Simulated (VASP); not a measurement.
# Hg4Te5 in VASP: notebook

The runs below take Hg4Te5 through single point, with PBE.

All numbers are computed with VASP 6.6.1; they aren't measurements. Logs are shortened: lines on timing, memory, paths and dates and some standing lists are left out, and cuts for length are marked.

### 1 The cell of the first run

The cell holds a slab with vacuum, 9 atoms: a = 4.702 Å, b = 4.702 Å, c = 28.299 Å, α = 90.00°, β = 90.00°, γ = 90.00°.

### 2 Single point, PBE

The input, INCAR:

```
SYSTEM = Hg4Te5
ALGO     = Normal         ! electronic algorithm
DIPOL    = 0.5 0.5 0.500
EDIFF    = 1E-6           ! SCF threshold, eV
ENCUT    = 520            ! plane-wave cutoff, eV
GGA      = PE             ! functional
IDIPOL   = 3            
ISIF     = 2              ! what is computed and relaxed
ISMEAR   = 0              ! smearing method
LASPH    = .True.         ! aspherical terms in the spheres
LCHARG   = .False.        ! write CHGCAR
LDIPOL   = .True.       
LREAL    = .False.        ! projectors in reciprocal space
LWAVE    = .False.        ! write WAVECAR
NBANDS   = 49             ! bands
NELM     = 100            ! most SCF steps
PREC     = Accurate       ! precision mode
SIGMA    = 0.1            ! smearing width, eV
```

The input, KPOINTS:

```
k-points
0
Gamma
  8 8 1
  0 0 0
```

The input, POSCAR:

```
Hg4Te5
1.0
    4.7019745438      0.0000000000      0.0000000000
    0.0000000000      4.7019745438      0.0000000000
    0.0000000000      0.0000000000     28.2991923396
Te Hg
5 4
Direct
    0.0000000000      0.5000000000      0.2650252315
    0.5000000000      0.0000000000      0.3825126157
    0.0000000000      0.5000000000      0.5000000000
    0.5000000000      0.0000000000      0.6174873843
    0.0000000000      0.5000000000      0.7349747685
    0.5000000000      0.5000000000      0.3237689236
    0.0000000000      0.0000000000      0.4412563079
    0.5000000000      0.5000000000      0.5587436921
    0.0000000000      0.0000000000      0.6762310764
```

Potentials or basis: VASP PAW PBE potentials, release 64 (Te, Hg).

On the command line:

```sh
$ cat potpaw_PBE.64/Te/POTCAR potpaw_PBE.64/Hg/POTCAR > POTCAR
$ mpirun -np 1 vasp_std > vasp.out
```

OUTCAR:

```text
SYSTEM = Hg4Te5
   EDIFF = 1E-6
   ENCUT = 520
   GGA = PE
   ISIF = 2
   ISMEAR = 0
   LASPH = .True.
   LREAL = .False.
   NELM = 100
   PREC = Accurate

 ion  position               nearest neighbor table
   1  0.000  0.500  0.265-   6 2.88   6 2.88
   2  0.500  0.000  0.383-   6 2.88   6 2.88   7 2.88   7 2.88
   3  0.000  0.500  0.500-   7 2.88   8 2.88   7 2.88   8 2.88
   4  0.500  0.000  0.617-   9 2.88   9 2.88   8 2.88   8 2.88
   5  0.000  0.500  0.735-   9 2.88   9 2.88
   6  0.500  0.500  0.324-   1 2.88   2 2.88   2 2.88   1 2.88
   7  0.000  0.000  0.441-   3 2.88   3 2.88   2 2.88   2 2.88
   8  0.500  0.500  0.559-   3 2.88   3 2.88   4 2.88   4 2.88
   9  0.000  0.000  0.676-   4 2.88   5 2.88   5 2.88   4 2.88

  LATTYP: Found a simple tetragonal cell.
 ALAT       =     4.7019745438
 C/A-ratio  =     6.0185762547

  Lattice vectors:

 A1 = (   4.7019745438,   0.0000000000,   0.0000000000)
 A2 = (   0.0000000000,   4.7019745438,   0.0000000000)
 A3 = (   0.0000000000,   0.0000000000,  28.2991923396)

Analysis of symmetry for initial positions (statically):
=====================================================================
 Subroutine PRICEL returns:
 Original cell was already a primitive cell.

 Routine SETGRP: Setting up the symmetry group for a
 simple tetragonal supercell.

 Subroutine GETGRP returns: Found  8 space group operations
 (whereof  4 operations were pure point group operations)
 out of a pool of 16 trial point group operations.

The static configuration has the point symmetry C_2v.
 The point group associated with its full space group is D_2d.

Analysis of symmetry for dynamics (positions and initial velocities):
=====================================================================
 Subroutine PRICEL returns:
 Original cell was already a primitive cell.

 Routine SETGRP: Setting up the symmetry group for a
 simple tetragonal supercell.

 Subroutine GETGRP returns: Found  8 space group operations
 (whereof  4 operations were pure point group operations)
 out of a pool of 16 trial point group operations.

The dynamic configuration has the point symmetry C_2v.
 The point group associated with its full space group is D_2d.

 Subroutine INISYM returns: Found  8 space group operations
 (whereof  4 operations are pure point group operations),
 and found     1 'primitive' translations

----------------------------------------------------------------------------------------

[... 111 lines left out ...]
   ISMEAR =     0;   SIGMA  =   0.10  broadening in eV -4-tet -1-fermi 0-gaus
   EFERMI_NEDOS =   21; number of points for ismear=-14 and -15
   IALGO  =     38    algorithm
   IMIX   =      4    mixing-type and parameters
     AMIX     =   0.40;   BMIX     =  1.00
     AMIX_MAG =   1.60;   BMIX_MAG =  1.00
  volume/ion in A,a.u.               =      69.52       469.13
  Fermi-wavevector in a.u.,A,eV,Ry     =   0.817827  1.545469  9.100137  0.668841
  Thomas-Fermi vector in A             =   1.928345
   LORBIT       =      0    0 simple, 1 ext, 2 COOP (PROOUT), +10 PAW based schemes
   GGA     = PE    functional components
   LHFCALC =     F    Hartree Fock is set to
   AEXX    =    0.0000 exact exchange contribution
   IVDW    =     0    specifies the selected vdW correction
   LEPSILON=     F    determine dielectric tensor
   LRPA    =     F    only Hartree local field effects (RPA)
 non-spin polarized calculation
 Gauss-broadening in eV      SIGMA  =   0.10
  energy-cutoff  :      520.00
  volume of cell :      625.65
 maximum number of plane-waves:     16913
 NGX is ok and might be reduce to    36
   NGX = 17   NGY = 17   NGZ =105

 dipolmoment           0.000000      0.000000      0.000000 electrons x Angstroem

 number of electron      77.9999989 magnetization

 dipolmoment           0.000000      0.000000     -0.000000 electrons x Angstroem

 Free energy of the ion-electron system (eV)
  ---------------------------------------------------
  ext. energy  EPLUGINS =         0.00000000
  ---------------------------------------------------
  free energy    TOTEN  =       -15.92462737 eV

  energy without entropy =      -15.89498070  energy(sigma->0) =      -15.90980403

 E-fermi :  -1.5919     XC(G=0):  -4.9935

 val. band max:       -1.6385838461   @ k =   0.1250   0.1250   0.0000
 cond. band min:      -1.5875816534   @ k =   0.2500   0.0000   0.0000
 fundamental gap:      0.0510021927
 Fermi energy:        -1.5919160974

 k-point     1 :       0.0000    0.0000    0.0000
  band No.  band energies     occupation
      1     -12.7611      2.00000
      2     -12.5197      2.00000
      3     -12.3189      2.00000
      4     -11.5901      2.00000
      5     -11.5874      2.00000
      6      -8.2737      2.00000
[... 769 lines left out ...]
     48       2.9049      0.00000
     49       3.6842      0.00000

------------------------ aborting loop because EDIFF is reached ----------------------------------------

 vacuum level on the upper side and lower side of the slab       (xc-potential included)        -0.388        -0.388

  FORCE on cell =-STRESS in cart. coord.  units (eV):
  Direction    XX          YY          ZZ          XY          YZ          ZX
  --------------------------------------------------------------------------------------
  -------------------------------------------------------------------------------------
  Total       -3.1129591     -3.1129591     -0.8722981      0.0000000      0.0000000      0.0000000
  in kB       -7.9716717     -7.9716717     -2.2337826      0.0000000      0.0000000      0.0000000
  external PRESSURE =      -6.0590420 kB  Pullay stress =       0.0000000 kB

 VOLUME and BASIS-vectors are now :
 -----------------------------------------------------------------------------
  energy-cutoff  :      520.00
  volume of cell :      625.65
      direct lattice vectors                 reciprocal lattice vectors
     4.701974544  0.000000000  0.000000000     0.212676609  0.000000000  0.000000000
     0.000000000  4.701974544  0.000000000     0.000000000  0.212676609  0.000000000
     0.000000000  0.000000000 28.299192340     0.000000000  0.000000000  0.035336698

 POSITION                                       TOTAL-FORCE (eV/Angst)
 -----------------------------------------------------------------------------------
      0.00000      2.35099      7.50000         0.000000      0.000000      0.352520
      2.35099      0.00000     10.82480         0.000000      0.000000      0.205791
      0.00000      2.35099     14.14960         0.000000      0.000000      0.000000
      2.35099      0.00000     17.47439         0.000000      0.000000     -0.205791
      0.00000      2.35099     20.79919         0.000000      0.000000     -0.352520
      2.35099      2.35099      9.16240         0.000000      0.000000     -0.496069
      0.00000      0.00000     12.48720         0.000000      0.000000     -0.092424
      2.35099      2.35099     15.81200         0.000000      0.000000      0.092424
      0.00000      0.00000     19.13679         0.000000      0.000000      0.496069
 -----------------------------------------------------------------------------------
    total drift:                                0.000000     -0.000000      0.000000

  FREE ENERGIE OF THE ION-ELECTRON SYSTEM (eV)
  ---------------------------------------------------
  free  energy   TOTEN  =       -15.9246273675 eV

  energy  without entropy=      -15.8949807016  energy(sigma->0) =      -15.90980403

 vacuum level on the upper side and lower side of the slab         3.846         3.846
```

It took 22 min on 1 thread of Intel Xeon 8259CL, shared host; peak memory 0.79 GiB.

Results:

* Free energy: -15.9246 eV
* Largest force: 0.496 eV/Å
* Band gap on the k mesh: zero (bands 39 and 40 overlap by 1.09 eV)

Forces in eV/Å, atoms in the order of the input:
```
Te   0.000  0.000  0.353
Te   0.000  0.000  0.206
Te   0.000  0.000  0.000
Te   0.000  0.000 -0.206
Te   0.000  0.000 -0.353
Hg   0.000  0.000 -0.496
Hg   0.000  0.000 -0.092
Hg   0.000  0.000  0.092
Hg   0.000  0.000  0.496
```

Levels at points of the mesh, in eV from the Fermi level:
```
           k point  band 36  band 37  band 38  band 39  band 40  band 41  band 42  band 43
(0.00, 0.00, 0.00)     0.09     0.09     0.19     0.38     0.38     0.88     1.72     2.15
(0.50, 0.00, 0.00)    -0.57    -0.50    -0.32    -0.19     0.31     1.43     1.50     2.04
(0.50, 0.50, 0.00)    -1.59    -0.80    -0.78    -0.71    -0.71     2.45     2.45     3.04
```

Caveat: spin-orbit coupling is left out, which moves the levels of the heavy elements.

### 3 Single point, PBE

The input, INCAR:

```
SYSTEM = Hg4Te5
  ALGO = Normal
  DIPOL = 0.5 0.5 0.500
  EDIFF = 1E-6
  ENCUT = 520
  GGA = PE
  IDIPOL = 3
  ISIF = 2
  ISMEAR = 0
  LASPH = .TRUE.
  LCHARG = .TRUE.
  LDIPOL = .TRUE.
  LELF = .TRUE.
  LREAL = .FALSE.
  LVACPOTAV = .TRUE.
  LVHAR = .TRUE.
  LWAVE = .FALSE.
  NBANDS = 49
  NELM = 60
  PREC = Accurate
  SIGMA = 0.1
```

The input, KPOINTS:

```
k-points
0
G
  8 8 1
  0 0 0
```

The input, POSCAR:

```
Hg4Te5
1.0
    4.7019745438      0.0000000000      0.0000000000
    0.0000000000      4.7019745438      0.0000000000
    0.0000000000      0.0000000000     28.2991923396
Te Hg
5 4
Direct
    0.0000000000      0.5000000000      0.2684151611
    0.5000000000      0.0000000000      0.3838747305
    0.0000000000      0.5000000000      0.4999999992
    0.5000000000      0.0000000000      0.6161252694
    0.0000000000      0.5000000000      0.7315848397
    0.5000000000      0.5000000000      0.3212457969
    0.0000000000      0.0000000000      0.4407543315
    0.5000000000      0.5000000000      0.5592456670
    0.0000000000      0.0000000000      0.6787542048
```

Potentials or basis: VASP PAW PBE potentials, release 64 (Te, Hg).

On the command line:

```sh
$ cat potpaw_PBE.64/Te/POTCAR potpaw_PBE.64/Hg/POTCAR > POTCAR
$ mpirun -np 1 vasp_std > vasp.out
```

OUTCAR:

```text
SYSTEM = Hg4Te5
   EDIFF = 1E-6
   ENCUT = 520
   GGA = PE
   ISIF = 2
   ISMEAR = 0
   LASPH = .TRUE.
   LREAL = .FALSE.
   NELM = 60
   PREC = Accurate

 ion  position               nearest neighbor table
   1  0.000  0.500  0.268-   6 2.79   6 2.79
   2  0.500  0.000  0.384-   7 2.85   7 2.85   6 2.94   6 2.94
   3  0.000  0.500  0.500-   7 2.89   7 2.89   8 2.89   8 2.89
   4  0.500  0.000  0.616-   8 2.85   8 2.85   9 2.94   9 2.94
   5  0.000  0.500  0.732-   9 2.79   9 2.79
   6  0.500  0.500  0.321-   1 2.79   1 2.79   2 2.94   2 2.94
   7  0.000  0.000  0.441-   2 2.85   2 2.85   3 2.89   3 2.89
   8  0.500  0.500  0.559-   4 2.85   4 2.85   3 2.89   3 2.89
   9  0.000  0.000  0.679-   5 2.79   5 2.79   4 2.94   4 2.94

  LATTYP: Found a simple tetragonal cell.
 ALAT       =     4.7019745438
 C/A-ratio  =     6.0185762547

  Lattice vectors:

 A1 = (   4.7019745438,   0.0000000000,   0.0000000000)
 A2 = (   0.0000000000,   4.7019745438,   0.0000000000)
 A3 = (   0.0000000000,   0.0000000000,  28.2991923396)

Analysis of symmetry for initial positions (statically):
[... 196 lines left out ...]
      4     -11.7701      2.00000
      5     -11.7617      2.00000
      6      -8.2422      2.00000
[... 769 lines left out ...]
     48       3.1315      0.00000
     49       3.6392      0.00000

------------------------ aborting loop because EDIFF is reached ----------------------------------------

  FORCE on cell =-STRESS in cart. coord.  units (eV):
  Direction    XX          YY          ZZ          XY          YZ          ZX
  --------------------------------------------------------------------------------------
  -------------------------------------------------------------------------------------
  Total       -2.0118848     -2.0118848      0.1216706      0.0000000      0.0000000      0.0000000
  in kB       -5.1520384     -5.1520384      0.3115742      0.0000000      0.0000000      0.0000000
  external PRESSURE =      -3.3308342 kB  Pullay stress =       0.0000000 kB

 VOLUME and BASIS-vectors are now :
 -----------------------------------------------------------------------------
  energy-cutoff  :      520.00
  volume of cell :      625.65
      direct lattice vectors                 reciprocal lattice vectors
     4.701974544  0.000000000  0.000000000     0.212676609  0.000000000  0.000000000
     0.000000000  4.701974544  0.000000000     0.000000000  0.212676609  0.000000000
     0.000000000  0.000000000 28.299192340     0.000000000  0.000000000  0.035336698

 POSITION                                       TOTAL-FORCE (eV/Angst)
 -----------------------------------------------------------------------------------
      0.00000      2.35099      7.59593         0.000000      0.000000     -0.020121
      2.35099      0.00000     10.86334         0.000000      0.000000     -0.002016
      0.00000      2.35099     14.14960         0.000000      0.000000      0.000000
      2.35099      0.00000     17.43585         0.000000      0.000000      0.002016
      0.00000      2.35099     20.70326         0.000000      0.000000      0.020121
      2.35099      2.35099      9.09100         0.000000      0.000000      0.008303
      0.00000      0.00000     12.47299         0.000000      0.000000     -0.001418
      2.35099      2.35099     15.82620         0.000000      0.000000      0.001418
      0.00000      0.00000     19.20820         0.000000      0.000000     -0.008303
 -----------------------------------------------------------------------------------
    total drift:                                0.000000     -0.000000      0.000140

  FREE ENERGIE OF THE ION-ELECTRON SYSTEM (eV)
  ---------------------------------------------------
  free  energy   TOTEN  =       -16.0021262971 eV

  energy  without entropy=      -15.9691073398  energy(sigma->0) =      -15.98561682

 vacuum level on the upper side and lower side of the slab         4.119         4.119
```

It took 24 min on 1 thread of Intel Xeon 8259CL, shared host; peak memory 0.79 GiB.

Results:

```yaml
Free_energy: -16.0021 eV
Largest_force: 0.020 eV/Å
Band_gap_on_the_k_mesh: zero (bands 39 and 40 overlap by 1.10 eV)
```

Forces on the atoms (eV/Å):
```
Te   0.000  0.000 -0.020
Te   0.000  0.000 -0.002
Te   0.000  0.000  0.000
Te   0.000  0.000  0.002
Te   0.000  0.000  0.020
Hg   0.000  0.000  0.008
Hg   0.000  0.000 -0.001
Hg   0.000  0.000  0.001
Hg   0.000  0.000 -0.008
```

Caveat: spin-orbit coupling is left out, which moves the levels of the heavy elements.

The gap in the log of VASP goes by the Fermi energy; the results here count the filled bands.